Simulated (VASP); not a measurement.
Set up this calculation in VASP 6.6.1, as the native input.

```yaml
Task: single point
Functional: PBEsol
Potentials_or_basis: VASP PAW PBE potentials, release 64 (Ti_sv)
Cutoff: 520 eV
k_mesh: 12 × 12 × 12
Occupations: methfessel-paxton, width 0.05 eV
Spin: no spin polarisation
Dipole_correction: no
Further_INCAR_settings: ALGO = Normal; EDIFF = 1e-06; NBANDS = 12
```

The structure of Ti lies in POSCAR:

```
Ti
1.0
    0.0000000000      2.0025642044      2.0025642044
    2.0025642044      0.0000000000      2.0025642044
    2.0025642044      2.0025642044      0.0000000000
Ti
1
Direct
    0.0000000000      0.0000000000      0.0000000000
```

One way to write it, as run:

INCAR

```
SYSTEM = Ti
PREC     = Accurate       ! precision mode
ENCUT    = 520            ! plane-wave cutoff, eV
EDIFF    = 1E-6           ! SCF threshold, eV
ISMEAR   = 1              ! smearing method
SIGMA    = 0.05           ! smearing width, eV
LREAL    = .False.        ! projectors in reciprocal space
LASPH    = .True.         ! aspherical terms in the spheres
NELM     = 80             ! most SCF steps
ALGO     = Normal         ! electronic algorithm
ISIF     = 2              ! what is computed and relaxed
LWAVE    = .False.        ! write WAVECAR
LCHARG   = .True.         ! write CHGCAR
GGA      = PS             ! functional
LELF     = .True.         ! ELF
LVHAR    = .True.       
NBANDS   = 12             ! bands
```

KPOINTS

```
regular mesh
0
Gamma
  12 12 12
  0 0 0
```

Potentials or basis: VASP PAW PBE potentials, release 64 (Ti_sv).

Launch:

```sh
$ cat potpaw_PBE.64/Ti_sv/POTCAR > POTCAR
$ mpirun -np 1 vasp_std > vasp.out
```

Results of the run:

```
Pressure               : 4.0 GPa
Band gap on the k mesh : zero (band 6 reaches 9.87 eV, above the bottom of band 7 at 8.54 eV)
```

Caveat: the PAW data sets were made with another functional, which shifts forces and pressure a little.

Wall time 10 s on 1 thread of Intel Xeon 6975P-C, with other jobs on the host, peak memory 0.14 GiB.
